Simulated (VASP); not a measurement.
# NaI (wurtzite type) (P6_3mc) in VASP: single point with PBE

Aim: the single point of NaI (wurtzite type) with PBE.

Everything below comes from runs of VASP 6.6.1. Logs are shortened: lines on timing, memory, paths and dates and some standing lists are left out, and cuts for length are marked.

**1. The cell of the first run**

The structure is hexagonal, space group P6_3mc (No. 186). The conventional cell has a = 5.145 Å, b = 5.145 Å, c = 8.006 Å, α = 90.00°, β = 90.00°, γ = 120.00°. Na (site symmetry 3m) has 4 I at 3.10 to 3.11 Å within 4.1 Å. I (site symmetry 3m) has 4 Na at 3.10 to 3.11 Å within 4.1 Å.

**2. Single point, PBE**

Input file INCAR:

```
SYSTEM = NaI
PREC = Accurate
ENCUT = 520
EDIFF = 1E-6
ISMEAR = -1
SIGMA = 0.08
LREAL = .FALSE.
LASPH = .TRUE.
NELM = 60
ALGO = Normal
ISIF = 2
LWAVE = .FALSE.
LCHARG = .FALSE.
GGA = PE
NBANDS = 22
```

Input file KPOINTS:

```
Automatic mesh
0
G
  10 10 6
  0 0 0
```

Input file POSCAR:

```
NaI
1.0
    5.1452656430      0.0000000000      0.0000000000
   -2.5726328215      4.4559307560      0.0000000000
    0.0000000000      0.0000000000      8.0059904541
Na I
2 2
Direct
    0.3333333333      0.6666666667     -0.0063332689
    0.6666666667      0.3333333333      0.4936667311
    0.3333333333      0.6666666667      0.3823332689
    0.6666666667      0.3333333333      0.8823332689
```

Potentials or basis: VASP PAW PBE potentials, release 64 (Na_pv, I).

Run with:

```console
cat potpaw_PBE.64/Na_pv/POTCAR potpaw_PBE.64/I/POTCAR > POTCAR
mpirun -np 1 vasp_std > vasp.out
```

OUTCAR:

```text
SYSTEM = NaI
   PREC = Accurate
   ENCUT = 520
   EDIFF = 1E-6
   ISMEAR = -1
   LREAL = .FALSE.
   LASPH = .TRUE.
   NELM = 60
   ISIF = 2
   GGA = PE

 ion  position               nearest neighbor table
   1  0.333  0.667  0.994-   4 3.10   4 3.10   4 3.10   3 3.11
   2  0.667  0.333  0.494-   3 3.10   3 3.10   3 3.10   4 3.11
   3  0.333  0.667  0.382-   2 3.10   2 3.10   2 3.10   1 3.11
   4  0.667  0.333  0.882-   1 3.10   1 3.10   1 3.10   2 3.11

  LATTYP: Found a hexagonal cell.
 ALAT       =     5.1452656430
 C/A-ratio  =     1.5559916649

  Lattice vectors:

 A1 = (   5.1452656430,   0.0000000000,   0.0000000000)
 A2 = (  -2.5726328215,   4.4559307560,   0.0000000000)
 A3 = (   0.0000000000,   0.0000000000,   8.0059904541)

Analysis of symmetry for initial positions (statically):
=====================================================================
 Subroutine PRICEL returns:
 Original cell was already a primitive cell.

 Routine SETGRP: Setting up the symmetry group for a
 hexagonal supercell.

 Subroutine GETGRP returns: Found 12 space group operations
 (whereof  6 operations were pure point group operations)
 out of a pool of 24 trial point group operations.

The static configuration has the point symmetry C_3v.
 The point group associated with its full space group is C_6v.

Analysis of symmetry for dynamics (positions and initial velocities):
=====================================================================
 Subroutine PRICEL returns:
 Original cell was already a primitive cell.

 Routine SETGRP: Setting up the symmetry group for a
 hexagonal supercell.

 Subroutine GETGRP returns: Found 12 space group operations
 (whereof  6 operations were pure point group operations)
 out of a pool of 24 trial point group operations.

The dynamic configuration has the point symmetry C_3v.
 The point group associated with its full space group is C_6v.

 Subroutine INISYM returns: Found 12 space group operations
 (whereof  6 operations are pure point group operations),
 and found     1 'primitive' translations

----------------------------------------------------------------------------------------

                                     Primitive cell

  volume of cell :     183.5529

  direct lattice vectors                    reciprocal lattice vectors
     5.145265643  0.000000000  0.000000000     0.194353425  0.112210002  0.000000000
    -2.572632822  4.455930756  0.000000000     0.000000000  0.224420004  0.000000000
     0.000000000  0.000000000  8.005990454     0.000000000  0.000000000  0.124906469

  length of vectors
     5.145265643  5.145265643  8.005990454     0.224420004  0.224420004  0.124906469

  position of ions in fractional coordinates (direct lattice)
     0.333333333  0.666666667  0.993666731
     0.666666667  0.333333333  0.493666731
     0.333333333  0.666666667  0.382333269
     0.666666667  0.333333333  0.882333269

  ion indices of the primitive-cell ions
   primitive index   ion index
                 1           1
                 2           2
                 3           3
                 4           4

----------------------------------------------------------------------------------------

 KPOINTS: Automatic mesh

Automatic generation of k-mesh.
 Grid dimensions read from file:
 generate k-points for:   10   10    6

 Generating k-lattice:

  Cartesian coordinates                     Fractional coordinates (reciprocal lattice)
     0.019435342  0.011221000  0.000000000     0.100000000  0.000000000  0.000000000
     0.000000000  0.022442000  0.000000000     0.000000000  0.100000000  0.000000000
     0.000000000  0.000000000  0.020817745     0.000000000  0.000000000  0.166666667

  Length of vectors
     0.022442000  0.022442000  0.020817745

  Shift w.r.t. Gamma in fractional coordinates (k-lattice)
     0.000000000  0.000000000  0.000000000

 Subroutine IBZKPT returns following result:
 ===========================================

 Found     56 irreducible k-points:

 Following reciprocal coordinates:
            Coordinates               Weight
  0.000000  0.000000  0.000000      1.000000
  0.100000 -0.000000  0.000000      6.000000
  0.200000 -0.000000  0.000000      6.000000
  0.300000 -0.000000  0.000000      6.000000
  0.400000 -0.000000  0.000000      6.000000
  0.500000 -0.000000  0.000000      3.000000
[... 16 lines left out ...]
  0.300000  0.100000  0.166667     24.000000
  0.400000  0.100000  0.166667     24.000000
 [... further k-points ...]
   k-points           NKPTS =     56   k-points in BZ     NKDIM =     56   number of bands    NBANDS=     22
   number of dos      NEDOS =    301   number of ions     NIONS =      4
   total plane-waves  NPLWV =  96000
   dimension x,y,z NGX =    40 NGY =   40 NGZ =   60
   dimension x,y,z NGXF=    80 NGYF=   80 NGZF=  120
   ions per type =               2   2
   NGX,Y,Z   is equivalent  to a cutoff of  12.92, 12.92, 12.46 a.u.
   NGXF,Y,Z  is equivalent  to a cutoff of  25.85, 25.85, 24.92 a.u.
 SYSTEM =  NaI
   PREC   = accura    normal or accurate (medium, high low for compatibility)
   ISTART =      0    job   : 0-new  1-cont  2-samecut
   ICHARG =      2    charge: 1-file 2-atom 10-const
   ISPIN  =      1    spin polarized calculation?
   LNONCOLLINEAR =      F non collinear calculations
   LSORBIT =      F    spin-orbit coupling
   LASPH  =      T    aspherical Exc in radial PAW
   ENCUT  =  520.0 eV  38.22 Ry    6.18 a.u.   9.57  9.57 14.89*2*pi/ulx,y,z
   NELM   =     60;   NELMIN=  2; NELMDL= -5     # of ELM steps
   EDIFF  = 0.1E-05   stopping-criterion for ELM
   LREAL  =      F    real-space projection
   EDIFFG = 0.1E-04   stopping-criterion for IOM
   NSW    =      0    number of steps for IOM
   IBRION =     -1    ionic relax: 0-MD 1-quasi-New 2-CG
   NFREE  =      0    steps in history (QN), initial steepest desc. (CG)
   ISIF   =      2    stress and relaxation
   ISYM   =      2    0-nonsym 1-usesym 2-fastsym
   POTIM  = 0.5000    time-step for ionic-motion
   TEBEG  =    0.0;   TEEND  =   0.0 temperature during run
   PSTRESS=    0.0 pullay stress
   NELECT =      28.0000    total number of electrons
   NUPDOWN=      -1.0000    fix difference up-down
   EMIN   =  10.00;   EMAX   =-10.00  energy-range for DOS
   EFERMI =   0.00;   METHOD = LEGACY
   ISMEAR =    -1;   SIGMA  =   0.08  broadening in eV -4-tet -1-fermi 0-gaus
   EFERMI_NEDOS =   21; number of points for ismear=-14 and -15
   IALGO  =     38    algorithm
   IMIX   =      4    mixing-type and parameters
     AMIX     =   0.40;   BMIX     =  1.00
     AMIX_MAG =   1.60;   BMIX_MAG =  1.00
  volume/ion in A,a.u.               =      45.89       309.67
  Fermi-wavevector in a.u.,A,eV,Ry     =   0.874729  1.652999 10.410519  0.765152
  Thomas-Fermi vector in A             =   1.994301
   LORBIT       =      0    0 simple, 1 ext, 2 COOP (PROOUT), +10 PAW based schemes
   GGA     = PE    functional components
[... 5 lines left out ...]
 non-spin polarized calculation
  energy-cutoff  :      520.00
  volume of cell :      183.55
 maximum number of plane-waves:      4997
 NGX is ok and might be reduce to    40
   NGX = 19   NGY = 19   NGZ = 29

 number of electron      28.0000007 magnetization

 Free energy of the ion-electron system (eV)
  ---------------------------------------------------
  ext. energy  EPLUGINS =         0.00000000
  ---------------------------------------------------
  free energy    TOTEN  =       -10.60468236 eV

  energy without entropy =      -10.60468236  energy(sigma->0) =      -10.60468236

 E-fermi :   0.6643     XC(G=0):  -6.3508

 val. band max:       -1.1729574265   @ k =   0.0000   0.0000   0.0000
 cond. band min:       2.5310617676   @ k =   0.0000   0.0000   0.0000
 fundamental gap:      3.7040191941
 Fermi energy:         0.6642834754

 k-point     1 :       0.0000    0.0000    0.0000
  band No.  band energies     occupation
      1     -23.4103      2.00000
      2     -23.4081      2.00000
      3     -23.4060      2.00000
      4     -23.4060      2.00000
      5     -23.4057      2.00000
      6     -23.4057      2.00000
[... 14 lines left out ...]
     21       6.9252      0.00000
     22       6.9252      0.00000

 k-point     2 :       0.1000   -0.0000    0.0000
  band No.  band energies     occupation
      1     -23.4102      2.00000
      2     -23.4081      2.00000
      3     -23.4061      2.00000
      4     -23.4061      2.00000
      5     -23.4058      2.00000
      6     -23.4057      2.00000
[... 14 lines left out ...]
     21       7.0451      0.00000
     22       7.0708      0.00000

 k-point     3 :       0.2000   -0.0000    0.0000
  band No.  band energies     occupation
      1     -23.4101      2.00000
      2     -23.4082      2.00000
      3     -23.4065      2.00000
      4     -23.4062      2.00000
      5     -23.4061      2.00000
      6     -23.4058      2.00000
[... 14 lines left out ...]
     21       6.8708      0.00000
     22       6.9996      0.00000

 k-point     4 :       0.3000   -0.0000    0.0000
  band No.  band energies     occupation
      1     -23.4099      2.00000
      2     -23.4084      2.00000
      3     -23.4069      2.00000
      4     -23.4067      2.00000
      5     -23.4062      2.00000
      6     -23.4058      2.00000
[... 14 lines left out ...]
     21       6.7415      0.00000
     22       7.5707      0.00000

 k-point     5 :       0.4000   -0.0000    0.0000
  band No.  band energies     occupation
      1     -23.4096      2.00000
      2     -23.4086      2.00000
      3     -23.4072      2.00000
      4     -23.4071      2.00000
      5     -23.4063      2.00000
      6     -23.4059      2.00000
[... 417 lines left out ...]
 k-point    22 :       0.2000    0.1000    0.1667
  band No.  band energies     occupation
      1     -23.4099      2.00000
      2     -23.4084      2.00000
      3     -23.4067      2.00000
      4     -23.4065      2.00000
      5     -23.4062      2.00000
      6     -23.4059      2.00000
[... 14 lines left out ...]
     21       6.8289      0.00000
     22       7.3929      0.00000

 k-point    23 :       0.3000    0.1000    0.1667
  band No.  band energies     occupation
      1     -23.4097      2.00000
      2     -23.4086      2.00000
      3     -23.4070      2.00000
      4     -23.4069      2.00000
      5     -23.4063      2.00000
      6     -23.4059      2.00000
[... 14 lines left out ...]
     21       6.7847      0.00000
     22       7.7741      0.00000

 k-point    24 :       0.4000    0.1000    0.1667
  band No.  band energies     occupation
      1     -23.4095      2.00000
      2     -23.4088      2.00000
      3     -23.4073      2.00000
      4     -23.4071      2.00000
      5     -23.4064      2.00000
      6     -23.4060      2.00000
[... 14 lines left out ...]
     21       6.9590      0.00000
     22       8.1570      0.00000

 [... further k-points ...]
[... 5 lines left out ...]
  --------------------------------------------------------------------------------------
  -------------------------------------------------------------------------------------
  Total       -0.0043534     -0.0043534     -0.0171879      0.0000000      0.0000000      0.0000000
  in kB       -0.0379999     -0.0379999     -0.1500280      0.0000000      0.0000000      0.0000000
  external PRESSURE =      -0.0753426 kB  Pullay stress =       0.0000000 kB

 VOLUME and BASIS-vectors are now :
 -----------------------------------------------------------------------------
  energy-cutoff  :      520.00
  volume of cell :      183.55
      direct lattice vectors                 reciprocal lattice vectors
     5.145265643  0.000000000  0.000000000     0.194353425  0.112210002  0.000000000
    -2.572632822  4.455930756  0.000000000     0.000000000  0.224420004  0.000000000
     0.000000000  0.000000000  8.005990454     0.000000000  0.000000000  0.124906469

 POSITION                                       TOTAL-FORCE (eV/Angst)
 -----------------------------------------------------------------------------------
     -0.00000      2.97062      7.95529        -0.000000     -0.000000     -0.000112
      2.57263      1.48531      3.95229         0.000000      0.000000     -0.000112
     -0.00000      2.97062      3.06096        -0.000000      0.000000      0.000112
      2.57263      1.48531      7.06395         0.000000      0.000000      0.000112
 -----------------------------------------------------------------------------------
    total drift:                               -0.000000     -0.000000      0.000888

  FREE ENERGIE OF THE ION-ELECTRON SYSTEM (eV)
  ---------------------------------------------------
  free  energy   TOTEN  =       -10.6046823614 eV

  energy  without entropy=      -10.6046823613  energy(sigma->0) =      -10.60468236
```

Wall time 1.9 min (1 thread of Intel Xeon Platinum 8559C (Emerald Rapids), shared host); peak memory 0.41 GiB.

What came out:

| Quantity | Value |
| --- | --- |
| Free energy | -10.6047 eV |
| Pressure | 0.0 GPa |
| Band gap on the k mesh | 3.70 eV, direct |

Caveat: spin-orbit coupling is left out, which moves the levels of the heavy elements.
